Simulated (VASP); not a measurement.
# GaN (P-6m2) in VASP: notebook

GaN is run at these levels: PBE0, r2SCAN0; tasks: single point.

Everything below comes from runs of VASP 6.6.1. Logs are shortened: lines on timing, memory, paths and dates and some standing lists are left out, and cuts for length are marked.

## Step 1: The cell of the first run

It takes space group P-6m2 (No. 187, hexagonal). Conventional cell: a = 2.921 Å, b = 2.921 Å, c = 2.644 Å, α = 90.00°, β = 90.00°, γ = 120.00°. Within 2.8 Å of Ga (site symmetry -6m2) lie 6 N at 2.14 Å and 2 Ga at 2.64 Å. N (site symmetry -6m2) has 6 Ga at 2.14 Å and 2 N at 2.64 Å within 2.8 Å.

## Step 2: Single point, PBE0

Contents of POSCAR:

```
GaN
1.0
    2.9213557375      0.0000000000      0.0000000000
   -1.4606778687      2.5299682821      0.0000000000
    0.0000000000      0.0000000000      2.6441095041
Ga N
1 1
Direct
    0.6666666667      0.3333333333      0.5000000000
    0.0000000000      0.0000000000      0.0000000000
```

Contents of INCAR.step1:

```
PREC = Accurate ; ENCUT = 520
EDIFF = 1E-5 ; ISMEAR = -1
SIGMA = 0.05 ; LREAL = False
LASPH = True ; NELM = 80
ALGO = Normal ; ISIF = 2
LWAVE = True ; LCHARG = False
GGA = PE ; NBANDS = 16
```

Contents of INCAR.step2:

```
PREC = Accurate ; ENCUT = 520
EDIFF = 1E-6 ; ISMEAR = -1
SIGMA = 0.05 ; LREAL = False
LASPH = True ; NELM = 80
ALGO = Normal ; ISIF = 2
LWAVE = False ; LCHARG = False
GGA = PE ; LHFCALC = True
AEXX = 0.25 ; PRECFOCK = Normal
ISTART = 1 ; NBANDS = 16
```

Contents of KPOINTS:

```
Automatic mesh
0
Gamma
  5 5 5
```

Potentials or basis: VASP PAW PBE potentials, release 64 (Ga_d, N).

Run with:

```console
cat potpaw_PBE.64/Ga_d/POTCAR potpaw_PBE.64/N/POTCAR > POTCAR
cp INCAR.step1 INCAR
mpirun -np 1 vasp_std > vasp.out
cp INCAR.step2 INCAR
mpirun -np 1 vasp_std > vasp.out
```

OUTCAR:

```text
PREC = Accurate
   ENCUT = 520
   EDIFF = 1E-6
   ISMEAR = -1
   LREAL = False
   LASPH = True
   NELM = 80
   ISIF = 2
   GGA = PE
   LHFCALC = True
   AEXX = 0.25
   PRECFOCK = Normal
   ISTART = 1

 ion  position               nearest neighbor table
   1  0.667  0.333  0.500-   2 2.14   2 2.14   2 2.14   2 2.14   2 2.14   2 2.14
   2  0.000  0.000  0.000-   1 2.14   1 2.14   1 2.14   1 2.14   1 2.14   1 2.14

  LATTYP: Found a hexagonal cell.
 ALAT       =     2.9213557375
 C/A-ratio  =     0.9050967228

  Lattice vectors:

 A1 = (   2.9213557375,   0.0000000000,   0.0000000000)
 A2 = (  -1.4606778687,   2.5299682821,   0.0000000000)
 A3 = (   0.0000000000,   0.0000000000,   2.6441095041)

Analysis of symmetry for initial positions (statically):
=====================================================================
 Subroutine PRICEL returns:
 Original cell was already a primitive cell.

 Routine SETGRP: Setting up the symmetry group for a
 hexagonal supercell.

 Subroutine GETGRP returns: Found 12 space group operations
 (whereof 12 operations were pure point group operations)
 out of a pool of 24 trial point group operations.

The static configuration has the point symmetry D_3h.

Analysis of symmetry for dynamics (positions and initial velocities):
=====================================================================
 Subroutine PRICEL returns:
 Original cell was already a primitive cell.

 Routine SETGRP: Setting up the symmetry group for a
 hexagonal supercell.

 Subroutine GETGRP returns: Found 12 space group operations
 (whereof 12 operations were pure point group operations)
 out of a pool of 24 trial point group operations.

The dynamic configuration has the point symmetry D_3h.

 Subroutine INISYM returns: Found 12 space group operations
 (whereof 12 operations are pure point group operations),
 and found     1 'primitive' translations

----------------------------------------------------------------------------------------

                                     Primitive cell

  volume of cell :      19.5424

  direct lattice vectors                    reciprocal lattice vectors
     2.921355737  0.000000000  0.000000000     0.342306823  0.197630936  0.000000000
    -1.460677869  2.529968282  0.000000000     0.000000000  0.395261872  0.000000000
     0.000000000  0.000000000  2.644109504     0.000000000  0.000000000  0.378199162

  length of vectors
     2.921355737  2.921355737  2.644109504     0.395261872  0.395261872  0.378199162

  position of ions in fractional coordinates (direct lattice)
     0.666666667  0.333333333  0.500000000
     0.000000000  0.000000000  0.000000000

  ion indices of the primitive-cell ions
   primitive index   ion index
                 1           1
                 2           2

----------------------------------------------------------------------------------------

 KPOINTS: Automatic mesh

Automatic generation of k-mesh.
 Grid dimensions read from file:
 generate k-points for:    5    5    5

 Generating k-lattice:

  Cartesian coordinates                     Fractional coordinates (reciprocal lattice)
     0.068461365  0.039526187  0.000000000     0.200000000  0.000000000  0.000000000
     0.000000000  0.079052374  0.000000000     0.000000000  0.200000000  0.000000000
     0.000000000  0.000000000  0.075639832     0.000000000  0.000000000  0.200000000

  Length of vectors
     0.079052374  0.079052374  0.075639832

  Shift w.r.t. Gamma in fractional coordinates (k-lattice)
     0.000000000  0.000000000  0.000000000

 Subroutine IBZKPT returns following result:
 ===========================================

 Found     15 irreducible k-points:

 Following reciprocal coordinates:
            Coordinates               Weight
  0.000000  0.000000  0.000000      1.000000
  0.200000  0.000000  0.000000      6.000000
  0.400000  0.000000  0.000000      6.000000
  0.200000  0.200000  0.000000      6.000000
  0.400000  0.200000  0.000000      6.000000
  0.000000  0.000000  0.200000      2.000000
  0.200000  0.000000  0.200000     12.000000
  0.400000  0.000000  0.200000     12.000000
  0.200000  0.200000  0.200000     12.000000
  0.400000  0.200000  0.200000     12.000000
  0.000000  0.000000  0.400000      2.000000
  0.200000  0.000000  0.400000     12.000000
  0.400000  0.000000  0.400000     12.000000
  0.200000  0.200000  0.400000     12.000000
  0.400000  0.200000  0.400000     12.000000
   k-points           NKPTS =     15   k-points in BZ     NKDIM =    125   number of bands    NBANDS=     16
   number of dos      NEDOS =    301   number of ions     NIONS =      2
   total plane-waves  NPLWV =  11520
   dimension x,y,z NGX =    24 NGY =   24 NGZ =   20
   dimension x,y,z NGXF=    48 NGYF=   48 NGZF=   40
   ions per type =               1   1
   NGX,Y,Z   is equivalent  to a cutoff of  13.66, 13.66, 12.57 a.u.
   NGXF,Y,Z  is equivalent  to a cutoff of  27.32, 27.32, 25.15 a.u.
 SYSTEM =  unknown system
   PREC   = accura    normal or accurate (medium, high low for compatibility)
   ISTART =      1    job   : 0-new  1-cont  2-samecut
   ICHARG =      0    charge: 1-file 2-atom 10-const
   ISPIN  =      1    spin polarized calculation?
   LNONCOLLINEAR =      F non collinear calculations
   LSORBIT =      F    spin-orbit coupling
   LASPH  =      T    aspherical Exc in radial PAW
   ENCUT  =  520.0 eV  38.22 Ry    6.18 a.u.   5.43  5.43  4.92*2*pi/ulx,y,z
   NELM   =     80;   NELMIN=  2; NELMDL=  0     # of ELM steps
   EDIFF  = 0.1E-05   stopping-criterion for ELM
   LREAL  =      F    real-space projection
   EDIFFG = 0.1E-04   stopping-criterion for IOM
   NSW    =      0    number of steps for IOM
   IBRION =     -1    ionic relax: 0-MD 1-quasi-New 2-CG
   NFREE  =      0    steps in history (QN), initial steepest desc. (CG)
   ISIF   =      2    stress and relaxation
   ISYM   =      3    0-nonsym 1-usesym 2-fastsym
   POTIM  = 0.5000    time-step for ionic-motion
   TEBEG  =    0.0;   TEEND  =   0.0 temperature during run
   PSTRESS=    0.0 pullay stress
   NELECT =      18.0000    total number of electrons
   NUPDOWN=      -1.0000    fix difference up-down
   EMIN   =  10.00;   EMAX   =-10.00  energy-range for DOS
   EFERMI =   0.00;   METHOD = LEGACY
   ISMEAR =    -1;   SIGMA  =   0.05  broadening in eV -4-tet -1-fermi 0-gaus
   EFERMI_NEDOS =   21; number of points for ismear=-14 and -15
   IALGO  =     38    algorithm
   IMIX   =      1    mixing-type and parameters
     AMIX     =   0.40;   BMIX     =  1.00
     AMIX_MAG =   1.60;   BMIX_MAG =  1.00
  volume/ion in A,a.u.               =       9.77        65.94
  Fermi-wavevector in a.u.,A,eV,Ry     =   1.592842  3.010035 34.519959  2.537145
  Thomas-Fermi vector in A             =   2.691164
   LORBIT       =      0    0 simple, 1 ext, 2 COOP (PROOUT), +10 PAW based schemes
   GGA     = PE    functional components
   LHFCALC =     T    Hartree Fock is set to
   PRECFOCK=normal    Normal, Fast or Accurate (Low or Medium for compatibility)
   ENCUT4O =  -1.0   cutoff for four orbital integrals eV
   NKREDX  =     1    reduce k-point grid by
   NKREDY  =     1    reduce k-point grid by
   NKREDZ  =     1    reduce k-point grid by
   AEXX    =    0.2500 exact exchange contribution
   HFSCREEN=    0.0000 screening length (either q_TF or 0.3 A-1)
   HFSCREENC=   0.0000 screening length for correlation (either q_TF or 0.3 A-1)
   ENCUTFOCK=  -1.0 apply spherical cutoff to Coloumb kernel
   IVDW    =     0    specifies the selected vdW correction
   LEPSILON=     F    determine dielectric tensor
   LRPA    =     F    only Hartree local field effects (RPA)
 non-spin polarized calculation
  energy-cutoff  :      520.00
  volume of cell :       19.54
 maximum number of plane-waves:       549
 NGX is ok and might be reduce to    24
  NGX = 18; NGY = 18; NGZ = 16

 number of electron      17.9999994 magnetization

 Free energy of the ion-electron system (eV)
  ---------------------------------------------------
  ext. energy  EPLUGINS =         0.00000000
  ---------------------------------------------------
  free energy    TOTEN  =       -13.57393655 eV

  energy without entropy =      -13.57393654  energy(sigma->0) =      -13.57393655

 E-fermi :   8.4082     XC(G=0): -10.0690

 val. band max:        7.5405706835   @ k =   0.4000   0.2000   0.0000
 cond. band min:       9.1978477653   @ k =   0.0000   0.0000   0.0000
 fundamental gap:      1.6572770818
 Fermi energy:         8.4082264668

 k-point     1 :       0.0000    0.0000    0.0000
  band No.  band energies     occupation
      1     -12.2448      2.00000
      2     -10.4739      2.00000
      3     -10.3331      2.00000
      4     -10.3331      2.00000
      5     -10.0010      2.00000
      6     -10.0010      2.00000
[... 8 lines left out ...]
     15      26.3450      0.00000
     16      32.1469      0.00000

 k-point     2 :       0.2000    0.0000    0.0000
  band No.  band energies     occupation
      1     -11.6612      2.00000
      2     -10.4615      2.00000
      3     -10.2346      2.00000
      4     -10.1756      2.00000
      5     -10.0616      2.00000
      6     -10.0107      2.00000
[... 8 lines left out ...]
     15      27.8745      0.00000
     16      31.8673      0.00000

 k-point     3 :       0.4000    0.0000    0.0000
  band No.  band energies     occupation
      1     -11.0684      2.00000
      2     -10.4342      2.00000
      3     -10.1563      2.00000
      4     -10.0682      2.00000
      5     -10.0264      2.00000
      6      -8.9788      2.00000
[... 8 lines left out ...]
     15      29.4694      0.00000
     16      32.8639      0.00000
[... 191 lines left out ...]
 k-point    14 :       0.2000    0.2000    0.4000
  band No.  band energies     occupation
      1     -11.0097      2.00000
      2     -10.3566      2.00000
      3     -10.3066      2.00000
      4     -10.1420      2.00000
      5      -9.9102      2.00000
      6      -7.2061      2.00000
[... 8 lines left out ...]
     15      30.4941      0.00000
     16      30.8984      0.00000

 k-point    15 :       0.4000    0.2000    0.4000
  band No.  band energies     occupation
      1     -11.0785      2.00000
      2     -10.4144      2.00000
      3     -10.3293      2.00000
      4     -10.0919      2.00000
      5      -9.8655      2.00000
      6      -6.1304      2.00000
[... 8 lines left out ...]
     15      31.5923      0.00000
     16      32.2954      0.00000

------------------------ aborting loop because EDIFF is reached ----------------------------------------

  FORCE on cell =-STRESS in cart. coord.  units (eV):
  Direction    XX          YY          ZZ          XY          YZ          ZX
  --------------------------------------------------------------------------------------
  -------------------------------------------------------------------------------------
  Total        0.0946323      0.0946323      0.1198338      0.0000000      0.0000000      0.0000000
  in kB        7.7583782      7.7583782      9.8245107      0.0000000      0.0000000      0.0000000
  external PRESSURE =       8.4470890 kB  Pullay stress =       0.0000000 kB

 VOLUME and BASIS-vectors are now :
 -----------------------------------------------------------------------------
  energy-cutoff  :      520.00
  volume of cell :       19.54
      direct lattice vectors                 reciprocal lattice vectors
     2.921355737  0.000000000  0.000000000     0.342306823  0.197630936  0.000000000
    -1.460677869  2.529968282  0.000000000     0.000000000  0.395261872  0.000000000
     0.000000000  0.000000000  2.644109504     0.000000000  0.000000000  0.378199162

 POSITION                                       TOTAL-FORCE (eV/Angst)
 -----------------------------------------------------------------------------------
      1.46068      0.84332      1.32205        -0.000000      0.000000      0.000000
      0.00000      0.00000      0.00000         0.000000     -0.000000      0.000000
 -----------------------------------------------------------------------------------
    total drift:                                0.000001     -0.000001      0.000000

  FREE ENERGIE OF THE ION-ELECTRON SYSTEM (eV)
  ---------------------------------------------------
  free  energy   TOTEN  =       -13.5739365486 eV

  energy  without entropy=      -13.5739365435  energy(sigma->0) =      -13.57393655
```

Run time: 21 min. Hardware: 1 thread of Intel Xeon Platinum 8375C at 2.90GHz (Ice Lake), shared host; peak memory 0.14 GiB.

Results:

```
Free energy            : -13.5739 eV
Pressure               : 0.8 GPa
Band gap on the k mesh : 1.66 eV (least direct gap 2.99 eV)
```

Caveat: the k points lie up to 0.50 Å⁻¹ apart; the PAW data sets were made with another functional, which shifts forces and pressure a little.

## Step 3: Single point, PBE0

This run uses another cell than the first one, of 10.32 Å³/atom.

Contents of POSCAR:

```
GaN
1.0
    2.9806400000      0.0000000000      0.0000000000
   -1.4903200000      2.5813100000      0.0000000000
    0.0000000000      0.0000000000      2.6833700000
Ga N
1 1
Direct
    0.6666700000      0.3333300000      0.5000000000
    0.0000000000      0.0000000000      0.0000000000
```

Contents of INCAR.step1:

```
SYSTEM = GaN
  PREC = Accurate
  ENCUT = 520
  EDIFF = 1E-5
  ISMEAR = -1
  SIGMA = 0.05
  LREAL = .FALSE.
  LASPH = .TRUE.
  NELM = 80
  ALGO = Normal
  ISIF = 2
  LWAVE = .TRUE.
  LCHARG = .FALSE.
  NBANDS = 16
  GGA = PE
```

Contents of INCAR.step2:

```
SYSTEM = GaN
  PREC = Accurate
  ENCUT = 520
  EDIFF = 1E-6
  ISMEAR = -1
  SIGMA = 0.05
  LREAL = .FALSE.
  LASPH = .TRUE.
  NELM = 80
  ALGO = Normal
  ISIF = 2
  LWAVE = .FALSE.
  LCHARG = .FALSE.
  GGA = PE
  LHFCALC = .TRUE.
  AEXX = 0.25
  PRECFOCK = Normal
  NBANDS = 16
  ISTART = 1
```

Contents of KPOINTS:

```
Automatic mesh
0
G
  5 5 5
  0 0 0
```

Potentials or basis: VASP PAW PBE potentials, release 64 (Ga_d, N).

Run with:

```console
cat potpaw_PBE.64/Ga_d/POTCAR potpaw_PBE.64/N/POTCAR > POTCAR
cp INCAR.step1 INCAR
mpirun -np 1 vasp_std > vasp.out
cp INCAR.step2 INCAR
mpirun -np 1 vasp_std > vasp.out
```

It took 45 min on 1 thread of Intel Xeon 8259CL, shared host; peak memory 0.15 GiB.

The run converged. Its results:

```yaml
Free_energy: -13.5409 eV
Pressure: -10.0 GPa
Band_gap_on_the_k_mesh: 1.09 eV (least direct gap 2.43 eV)
```

Stress tensor (GPa, compression positive):
```
-10.18   0.00   0.00
  0.00 -10.18   0.00
  0.00   0.00  -9.51
```

Levels at points of the mesh, in eV from the valence-band top:
| k point | band 5 | band 6 | band 7 | band 8 | band 9 | band 10 | band 11 | band 12 | band 13 | band 14 |
| --- | --- | --- | --- | --- | --- | --- | --- | --- | --- | --- |
| (0.00, 0.00, 0.00) | -17.62 | -17.62 | -1.63 | -1.34 | -1.34 | 1.09 | 11.36 | 11.36 | 12.37 | 16.46 |

Caveat: the k points lie up to 0.49 Å⁻¹ apart; the PAW data sets were made with another functional, which shifts forces and pressure a little. A k mesh can miss the band edges.

## Step 4: Single point, r2SCAN0

This run uses another cell than the first one, of 10.32 Å³/atom.

POSCAR is that of step 3.

Contents of INCAR.step1:

```
SYSTEM = GaN
ALGO = Normal ; EDIFF = 1E-5
ENCUT = 520 ; GGA = PE
ISIF = 2 ; ISMEAR = -1
LASPH = .TRUE. ; LCHARG = .FALSE.
LREAL = .FALSE. ; LWAVE = .TRUE.
NBANDS = 16 ; NELM = 60
PREC = Accurate ; SIGMA = 0.05
```

Contents of INCAR.step2:

```
SYSTEM = GaN
AEXX = 0.25 ; ALGO = Normal
EDIFF = 1E-6 ; ENCUT = 520
ISIF = 2 ; ISMEAR = -1
ISTART = 1 ; LASPH = .TRUE.
LCHARG = .FALSE. ; LHFCALC = .TRUE.
LMIXTAU = .TRUE. ; LREAL = .FALSE.
LWAVE = .FALSE. ; METAGGA = R2SCAN
NBANDS = 16 ; NELM = 60
PREC = Accurate ; PRECFOCK = Normal
SIGMA = 0.05
```

Contents of KPOINTS:

```
k-points
0
G
  5 5 5
  0 0 0
```

Run with:

```console
cat potpaw_PBE.64/Ga_d/POTCAR potpaw_PBE.64/N/POTCAR > POTCAR
cp INCAR.step1 INCAR
mpirun -np 1 vasp_std > vasp.out
cp INCAR.step2 INCAR
mpirun -np 1 vasp_std > vasp.out
```

It took 12 min on 1 thread of Intel Xeon Platinum 8488C (Sapphire Rapids), shared host; peak memory 0.15 GiB.

It converged, with:

```yaml
Free_energy: -20.9068 eV
Pressure: -13.7 GPa
Band_gap_on_the_k_mesh: 1.38 eV (least direct gap 2.75 eV)
```

Levels at points of the mesh, in eV from the valence-band top:
```
           k point  band 5  band 6  band 7  band 8  band 9  band 10  band 11  band 12  band 13  band 14
(0.00, 0.00, 0.00)  -18.00  -18.00   -1.66   -1.37   -1.37     1.38    11.80    11.80    12.83    17.09
```

Caveat: the k points lie up to 0.49 Å⁻¹ apart; the PAW data sets were made with another functional, which shifts forces and pressure a little. A k mesh can miss the band edges.

## Step 5: Summary

| level | cell | gap on the mesh (eV) | pressure (GPa) |
| --- | --- | --- | --- |
| PBE0 | a = 2.921, b = 2.921, c = 2.644 Å, angles 90.0, 90.0, 120.0°, 2 atoms | 1.66 | 0.8 |
| PBE0 | a = 2.981, b = 2.981, c = 2.683 Å, angles 90.0, 90.0, 120.0°, 2 atoms | 1.09 | -10.0 |
| r2SCAN0 | a = 2.981, b = 2.981, c = 2.683 Å, angles 90.0, 90.0, 120.0°, 2 atoms | 1.38 | -13.7 |

Alike in all rows: task single point; potentials or basis VASP PAW PBE potentials, release 64 (Ga_d, N); no spin polarisation; k mesh 5 × 5 × 5; cutoff (eV) 520; smearing fermi-dirac 0.05 eV.

Caveats: all runs use coarse meshes; the PAW data sets were made with another functional, which shifts forces and pressure a little.

Total energies depend on the potentials used, so only differences within one code and one set of settings carry meaning.
